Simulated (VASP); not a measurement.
# CuO (P6_3mc) in VASP: further runs, part 2 of 2

VASP 6.6.1.

## (5) Single point, PBE

This run uses another cell than the first one, of 12.35 Å³/atom, 0.980 times its volume.

File INCAR:

```
SYSTEM = CuO
ALGO = Normal
EDIFF = 1E-6
ENCUT = 520
GGA = PE
ISIF = 2
ISMEAR = -1
LASPH = .TRUE.
LCHARG = .FALSE.
LREAL = .FALSE.
LWAVE = .FALSE.
NBANDS = 25
NELM = 100
PREC = Accurate
SIGMA = 0.05
```

File KPOINTS:

```
k-points
0
G
  9 9 5
  0 0 0
```

File POSCAR:

```
CuO
1.0
    3.2659564870      0.0000000000      0.0000000000
   -1.6329782385      2.8284012808      0.0000000000
    0.0000000000      0.0000000000      5.3488826646
Cu O
2 2
Direct
    0.6666666667      0.3333333333      0.0000000000
    0.3333333333      0.6666666667      0.5000000000
    0.6666666667      0.3333333333      0.6252000000
    0.3333333333      0.6666666667      0.1252000000
```

Potentials or basis: VASP PAW PBE potentials, release 64 (Cu, O).

On the command line:

```
$ cat potpaw_PBE.64/Cu/POTCAR potpaw_PBE.64/O/POTCAR > POTCAR
$ mpirun -np 1 vasp_std > vasp.out
```

OUTCAR:

```text
SYSTEM = CuO
   EDIFF = 1E-6
   ENCUT = 520
   GGA = PE
   ISIF = 2
   ISMEAR = -1
   LASPH = .TRUE.
   LREAL = .FALSE.
   NELM = 100
   PREC = Accurate

 ion  position               nearest neighbor table
   1  0.667  0.333  0.000-   4 2.00   4 2.00   4 2.00   3 2.00
   2  0.333  0.667  0.500-   3 2.00   3 2.00   3 2.00   4 2.00
   3  0.667  0.333  0.625-   2 2.00   2 2.00   2 2.00   1 2.00
   4  0.333  0.667  0.125-   1 2.00   1 2.00   1 2.00   2 2.00

  LATTYP: Found a hexagonal cell.
 ALAT       =     3.2659564870
 C/A-ratio  =     1.6377691148

  Lattice vectors:

 A1 = (   3.2659564870,   0.0000000000,   0.0000000000)
 A2 = (  -1.6329782385,   2.8284012808,   0.0000000000)
 A3 = (   0.0000000000,   0.0000000000,   5.3488826646)

Analysis of symmetry for initial positions (statically):
=====================================================================
 Subroutine PRICEL returns:
 Original cell was already a primitive cell.

 Routine SETGRP: Setting up the symmetry group for a
 hexagonal supercell.

 Subroutine GETGRP returns: Found 12 space group operations
 (whereof  6 operations were pure point group operations)
 out of a pool of 24 trial point group operations.

The static configuration has the point symmetry C_3v.
 The point group associated with its full space group is C_6v.

Analysis of symmetry for dynamics (positions and initial velocities):
=====================================================================
 Subroutine PRICEL returns:
 Original cell was already a primitive cell.

 Routine SETGRP: Setting up the symmetry group for a
 hexagonal supercell.

 Subroutine GETGRP returns: Found 12 space group operations
 (whereof  6 operations were pure point group operations)
 out of a pool of 24 trial point group operations.

The dynamic configuration has the point symmetry C_3v.
 The point group associated with its full space group is C_6v.

 Subroutine INISYM returns: Found 12 space group operations
 (whereof  6 operations are pure point group operations),
 and found     1 'primitive' translations

----------------------------------------------------------------------------------------

                                     Primitive cell

  volume of cell :      49.4100

  direct lattice vectors                    reciprocal lattice vectors
     3.265956487  0.000000000  0.000000000     0.306189015  0.176778310  0.000000000
    -1.632978239  2.828401281  0.000000000     0.000000000  0.353556621  0.000000000
     0.000000000  0.000000000  5.348882665     0.000000000  0.000000000  0.186954933

  length of vectors
     3.265956487  3.265956481  5.348882665     0.353556620  0.353556621  0.186954933

  position of ions in fractional coordinates (direct lattice)
     0.666666667  0.333333333  0.000000000
     0.333333333  0.666666667  0.500000000
     0.666666667  0.333333333  0.625200000
     0.333333333  0.666666667  0.125200000

  ion indices of the primitive-cell ions
   primitive index   ion index
                 1           1
                 2           2
                 3           3
                 4           4

----------------------------------------------------------------------------------------

 KPOINTS: k-points

Automatic generation of k-mesh.
 Grid dimensions read from file:
 generate k-points for:    9    9    5

 Generating k-lattice:

  Cartesian coordinates                     Fractional coordinates (reciprocal lattice)
     0.034021002  0.019642034  0.000000000     0.111111111  0.000000000  0.000000000
     0.000000000  0.039284069  0.000000000     0.000000000  0.111111111  0.000000000
     0.000000000  0.000000000  0.037390987     0.000000000  0.000000000  0.200000000

  Length of vectors
     0.039284069  0.039284069  0.037390987

  Shift w.r.t. Gamma in fractional coordinates (k-lattice)
     0.000000000  0.000000000  0.000000000

 Subroutine IBZKPT returns following result:
 ===========================================

 Found     36 irreducible k-points:

 Following reciprocal coordinates:
            Coordinates               Weight
  0.000000  0.000000  0.000000      1.000000
  0.111111  0.000000  0.000000      6.000000
  0.222222  0.000000  0.000000      6.000000
  0.333333  0.000000  0.000000      6.000000
  0.444444  0.000000  0.000000      6.000000
  0.111111  0.111111  0.000000      6.000000
[... 16 lines left out ...]
  0.333333  0.222222  0.200000     24.000000
  0.333333  0.333333  0.200000      4.000000
 [... further k-points ...]
   k-points           NKPTS =     36   k-points in BZ     NKDIM =     36   number of bands    NBANDS=     25
   number of dos      NEDOS =    301   number of ions     NIONS =      4
   total plane-waves  NPLWV =  23040
   dimension x,y,z NGX =    24 NGY =   24 NGZ =   40
   dimension x,y,z NGXF=    48 NGYF=   48 NGZF=   80
   ions per type =               2   2
   NGX,Y,Z   is equivalent  to a cutoff of  12.22, 12.22, 12.43 a.u.
   NGXF,Y,Z  is equivalent  to a cutoff of  24.43, 24.43, 24.86 a.u.
 SYSTEM =  CuO
   PREC   = accura    normal or accurate (medium, high low for compatibility)
   ISTART =      0    job   : 0-new  1-cont  2-samecut
   ICHARG =      2    charge: 1-file 2-atom 10-const
   ISPIN  =      1    spin polarized calculation?
   LNONCOLLINEAR =      F non collinear calculations
   LSORBIT =      F    spin-orbit coupling
   LASPH  =      T    aspherical Exc in radial PAW
   ENCUT  =  520.0 eV  38.22 Ry    6.18 a.u.   6.07  6.07  9.95*2*pi/ulx,y,z
   NELM   =    100;   NELMIN=  2; NELMDL= -5     # of ELM steps
   EDIFF  = 0.1E-05   stopping-criterion for ELM
   LREAL  =      F    real-space projection
   EDIFFG = 0.1E-04   stopping-criterion for IOM
   NSW    =      0    number of steps for IOM
   IBRION =     -1    ionic relax: 0-MD 1-quasi-New 2-CG
   NFREE  =      0    steps in history (QN), initial steepest desc. (CG)
   ISIF   =      2    stress and relaxation
   ISYM   =      2    0-nonsym 1-usesym 2-fastsym
   POTIM  = 0.5000    time-step for ionic-motion
   TEBEG  =    0.0;   TEEND  =   0.0 temperature during run
   PSTRESS=    0.0 pullay stress
   NELECT =      34.0000    total number of electrons
   NUPDOWN=      -1.0000    fix difference up-down
   EMIN   =  10.00;   EMAX   =-10.00  energy-range for DOS
   EFERMI =   0.00;   METHOD = LEGACY
   ISMEAR =    -1;   SIGMA  =   0.05  broadening in eV -4-tet -1-fermi 0-gaus
   EFERMI_NEDOS =   21; number of points for ismear=-14 and -15
   IALGO  =     38    algorithm
   IMIX   =      4    mixing-type and parameters
     AMIX     =   0.40;   BMIX     =  1.00
     AMIX_MAG =   1.60;   BMIX_MAG =  1.00
  volume/ion in A,a.u.               =      12.35        83.36
  Fermi-wavevector in a.u.,A,eV,Ry     =   1.445317  2.731252 28.421753  2.088940
  Thomas-Fermi vector in A             =   2.563512
   LORBIT       =      0    0 simple, 1 ext, 2 COOP (PROOUT), +10 PAW based schemes
   GGA     = PE    functional components
   LHFCALC =     F    Hartree Fock is set to
   AEXX    =    0.0000 exact exchange contribution
   IVDW    =     0    specifies the selected vdW correction
   LEPSILON=     F    determine dielectric tensor
   LRPA    =     F    only Hartree local field effects (RPA)
 non-spin polarized calculation
  energy-cutoff  :      520.00
  volume of cell :       49.41
 maximum number of plane-waves:      1350
   NGX = 13   NGY = 13   NGZ = 19

 number of electron      34.0000034 magnetization

 Free energy of the ion-electron system (eV)
  ---------------------------------------------------
  ext. energy  EPLUGINS =         0.00000000
  ---------------------------------------------------
  free energy    TOTEN  =       -19.03613359 eV

  energy without entropy =      -18.98656904  energy(sigma->0) =      -19.01135132

 E-fermi :   3.2879     XC(G=0): -10.6747

 val. band max:        3.2774749005   @ k =   0.1111   0.1111   0.0000
 cond. band min:       3.2892643769   @ k =   0.3333   0.1111   0.2000
 fundamental gap:      0.0117894764
 Fermi energy:         3.2879258380

 k-point     1 :       0.0000    0.0000    0.0000
  band No.  band energies     occupation
      1     -15.1202      2.00000
      2     -14.5498      2.00000
      3      -2.2194      2.00000
      4      -1.1426      2.00000
      5      -1.1426      2.00000
      6      -1.1280      2.00000
[... 17 lines left out ...]
     24      17.4799      0.00000
     25      18.0192      0.00000
[... 621 lines left out ...]
      3      -1.5157      2.00000
      4      -1.5157      2.00000
      5      -1.4191      2.00000
      6      -1.3955      2.00000
[... 17 lines left out ...]
     24      13.5151      0.00000
     25      16.6967      0.00000

 [... further k-points ...]
[... 5 lines left out ...]
  --------------------------------------------------------------------------------------
  -------------------------------------------------------------------------------------
  Total       -2.2357632     -2.2357632     -1.7722989     -0.0000000     -0.0000000      0.0000000
  in kB      -72.4973120    -72.4973117    -57.4689220     -0.0000001     -0.0000000      0.0000000
  external PRESSURE =     -67.4878486 kB  Pullay stress =       0.0000000 kB

 VOLUME and BASIS-vectors are now :
 -----------------------------------------------------------------------------
  energy-cutoff  :      520.00
  volume of cell :       49.41
      direct lattice vectors                 reciprocal lattice vectors
     3.265956487  0.000000000  0.000000000     0.306189015  0.176778310  0.000000000
    -1.632978239  2.828401281  0.000000000     0.000000000  0.353556621  0.000000000
     0.000000000  0.000000000  5.348882665     0.000000000  0.000000000  0.186954933

 POSITION                                       TOTAL-FORCE (eV/Angst)
 -----------------------------------------------------------------------------------
      1.63298      0.94280      0.00000        -0.000000     -0.000000     -0.080677
      0.00000      1.88560      2.67444         0.000000      0.000000     -0.080677
      1.63298      0.94280      3.34412         0.000000      0.000000      0.080677
      0.00000      1.88560      0.66968        -0.000000      0.000000      0.080677
 -----------------------------------------------------------------------------------
    total drift:                                0.000000      0.000001     -0.000073

  FREE ENERGIE OF THE ION-ELECTRON SYSTEM (eV)
  ---------------------------------------------------
  free  energy   TOTEN  =       -19.0361335943 eV

  energy  without entropy=      -18.9865690424  energy(sigma->0) =      -19.01135132
```

OSZICAR:

```text
N       E                     dE             d eps       ncg     rms          rms(c)
DAV:   1     0.304620561074E+03    0.30462E+03   -0.16180E+04  1840   0.203E+03
DAV:   2     0.156486328810E+02   -0.28897E+03   -0.26844E+03  1854   0.386E+02
DAV:   3    -0.236147172343E+02   -0.39263E+02   -0.37090E+02  2313   0.157E+02
DAV:   4    -0.251226647041E+02   -0.15079E+01   -0.14979E+01  2130   0.334E+01
DAV:   5    -0.251554681635E+02   -0.32803E-01   -0.32789E-01  2301   0.443E+00    0.167E+01
DAV:   6    -0.228594523886E+02    0.22960E+01   -0.39145E+01  2581   0.147E+02    0.144E+01
DAV:   7    -0.189248321479E+02    0.39346E+01   -0.10280E+01  2142   0.117E+02    0.246E+00
DAV:   8    -0.190830824846E+02   -0.15825E+00   -0.19563E+00  1873   0.898E+00    0.159E+00
DAV:   9    -0.190565898626E+02    0.26493E-01   -0.10663E-01  3190   0.809E+00    0.106E+00
DAV:  10    -0.190377584093E+02    0.18831E-01   -0.27903E-02  2875   0.397E+00    0.574E-01
DAV:  11    -0.190359096510E+02    0.18488E-02   -0.16015E-02  2605   0.106E+00    0.819E-02
DAV:  12    -0.190359660923E+02   -0.56441E-04   -0.53277E-04  2183   0.229E-01    0.804E-02
DAV:  13    -0.190361788437E+02   -0.21275E-03   -0.22170E-04  2520   0.159E-01    0.575E-02
DAV:  14    -0.190361375530E+02    0.41291E-04   -0.23570E-05  2899   0.195E-01    0.264E-02
DAV:  15    -0.190361339538E+02    0.35992E-05   -0.27834E-05  2257   0.421E-02    0.660E-03
DAV:  16    -0.190361335943E+02    0.35949E-06   -0.10497E-06  1602   0.217E-02
   1 F= -.19036134E+02 E0= -.19011351E+02  d E =-.495646E-01
```

Wall time 19 s (1 thread of Intel Xeon 6975P-C (Granite Rapids), shared host); peak memory 0.17 GiB.

Results:

```yaml
Free_energy: -19.0361 eV
Pressure: -6.7 GPa
Largest_force: 0.081 eV/Å
Band_gap_on_the_k_mesh: zero (band 17 reaches 4.05 eV, above the bottom of band 18 at 2.68 eV)
```

Forces on the atoms (eV/Å):
```
Cu   0.000  0.000 -0.081
Cu   0.000  0.000 -0.081
O    0.000  0.000  0.081
O    0.000  0.000  0.081
```

Levels at points of the mesh, in eV from the Fermi level:
```csv
k point,band 15,band 16,band 17,band 18,band 19,band 20
"(0.00, 0.00, 0.00)",0.02,0.65,0.76,0.76,1.00,5.76
```

Caveat: semilocal functionals often make such compounds metallic where correlation or magnetic order opens a gap, which also shifts bond lengths. With open d or f shells a metallic result of PBE can be an artefact of self-interaction; +U or a hybrid may open a gap.

## (6) Overview

| cell | k mesh | gap on the mesh (eV) | pressure (GPa) | largest force (eV/Å) |
| --- | --- | --- | --- | --- |
| a = 3.288, b = 3.288, c = 5.385 Å, angles 90.0, 90.0, 120.0°, 4 atoms | 5 × 5 × 3 | none | -8.5 | 0.06 |
| a = 3.221, b = 3.221, c = 5.275 Å, angles 90.0, 90.0, 120.0°, 4 atoms | 9 × 9 × 5 | none | -2.0 | 0.10 |
| a = 3.244, b = 3.244, c = 5.312 Å, angles 90.0, 90.0, 120.0°, 4 atoms | 9 × 9 × 5 | none | -4.5 | 0.09 |
| a = 3.266, b = 3.266, c = 5.349 Å, angles 90.0, 90.0, 120.0°, 4 atoms | 9 × 9 × 5 | none | -6.7 | 0.08 |

Alike in all rows: task single point; level PBE; potentials or basis VASP PAW PBE potentials, release 64 (Cu, O); no spin polarisation; cutoff (eV) 520; smearing fermi-dirac 0.05 eV.

Caveats: some runs use coarse meshes; semilocal functionals often make such compounds metallic where correlation or magnetic order opens a gap, which also shifts bond lengths.

Total energies depend on the potentials used, so only differences within one code and one set of settings carry meaning.
